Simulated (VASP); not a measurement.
**MgB2: electric field gradients with LDA**

MgB2:

```xyz
3
Lattice="2.9925 0.0000 0.0000 -1.4962 2.5915 0.0000 0.0000 0.0000 3.5230" Properties=species:S:1:pos:R:3 pbc="T T T"
Mg    0.0000    0.0000    0.0000
B     0.0000    1.7277    1.7615
B     1.4962    0.8638    1.7615
```

This cell differs from its parent crystal: equal xx and yy strain of -3 %.

```
Program                : VASP 6.6.1
Task                   : electric field gradients
Functional             : LDA
Potentials or basis    : VASP PAW LDA potentials, release 64 (Mg, B)
Cutoff                 : 520 eV
k mesh                 : 12 × 12 × 9
Occupations            : fermi-dirac, width 0.05 eV
Spin                   : no spin polarisation
Dipole correction      : no
Further INCAR settings : ALGO = Normal; EDIFF = 1e-08; NBANDS = 11
```

* Pressure: 2.5 GPa
* Band gap on the k mesh: zero (band 4 reaches 7.37 eV, above the bottom of band 5 at 3.71 eV)

Stress tensor (GPa, compression positive):
```
 6.56  0.00  0.00
 0.00  6.56  0.00
 0.00  0.00 -5.51
```

Levels at points of the mesh, in eV from the Fermi level:
| k point | band 2 | band 3 | band 4 | band 5 | band 6 | band 7 |
| --- | --- | --- | --- | --- | --- | --- |
| (0.00, 0.00, 0.00) | -3.33 | 0.59 | 0.59 | 1.34 | 6.90 | 6.90 |
| (0.50, 0.00, 0.00) | -7.95 | -2.11 | 0.04 | 3.07 | 4.29 | 5.24 |

Electric field gradients, principal values (V/Å²):
```csv
atom,least,middle,greatest (by size)
1 Mg,0.162,0.162,-0.324
2 B,-10.348,-10.348,20.695
3 B,-10.348,-10.348,20.695
```

It took 41 s on 1 thread of AMD EPYC 7R43 64-Core Processor (Zen 3), with other jobs on the host, peak memory 0.11 GiB.

Caveat: the cell differs from its parent crystal (equal xx and yy strain of -3 %); without QUAD_EFG the Cq values of the log hold for a quadrupole moment of 1 mb, not for the nuclei.
